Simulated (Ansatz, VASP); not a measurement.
One calculation of Tl, two programs

Contents of INCAR:

```
ALGO = Normal
EDIFF = 1E-6
ENCUT = 520
ISIF = 2
ISMEAR = 0
LASPH = True
LCHARG = False
LREAL = False
LWAVE = False
NBANDS = 12
NELM = 80
PREC = Accurate
SIGMA = 0.15
```

File KPOINTS:

```
k-points
0
Gamma
  16 16 16
```

POSCAR

```
Tl
1.0
    0.0000000000      2.5156680577      2.4663412330
    2.4663412330      0.0000000000      2.4663412330
    2.4663412330      2.5156680577      0.0000000000
Tl
1
Direct
    0.0000000000      0.0000000000      0.0000000000
```

Input for Ansatz:

```yaml
crystal:
  lattice:
    - [0.0, 2.5156680577, 2.466341233]
    - [2.466341233, 0.0, 2.466341233]
    - [2.466341233, 2.5156680577, 0.0]
  atoms:
    - { symbol: Tl, position: [0.0, 0.0, 0.0] }
basis:
  ecutwfc: 420
kpoints:
  mp_grid: { grid: [16, 16, 16] }
hamiltonian:
  xc: lda
scf:
  occupations: { method: gaussian, width: 0.15 }
output:
  forces: true
  stress: true
  eigenvalues: true
```

Change from the starting cell: strain +0.0200 x Voigt [0, 1, 0, 0, 0, 0], atoms carried along.

Alike in both runs: task single point; functional LDA; k mesh 16 × 16 × 16; occupations gaussian, width 0.15 eV; no spin polarisation.

|  | VASP | Ansatz |
| --- | --- | --- |
| version | VASP 6.6.1 | Ansatz 0.2.0 |
| potentials or method | VASP PAW LDA potentials, release 64 (Tl_d), cutoff 520 eV | scalar-relativistic, plane waves, PAW |
| valence electrons in the cell | 13 | 13 |

```tsv
	VASP	Ansatz	Ansatz less VASP
gap on the k mesh at the Fermi level (eV)	none	none	-
pressure (GPa)	-3.9	-3.9	-0.04
traceless stress, the component that is largest in VASP (GPa)	0.14	0.15	+0.007
```

LDA's correlation is that of Perdew and Zunger in VASP and of Perdew and Wang (1992) in Ansatz. A gap of «none» marks a metal or a gap that the smearing closes.

Neither program's run includes spin-orbit coupling.
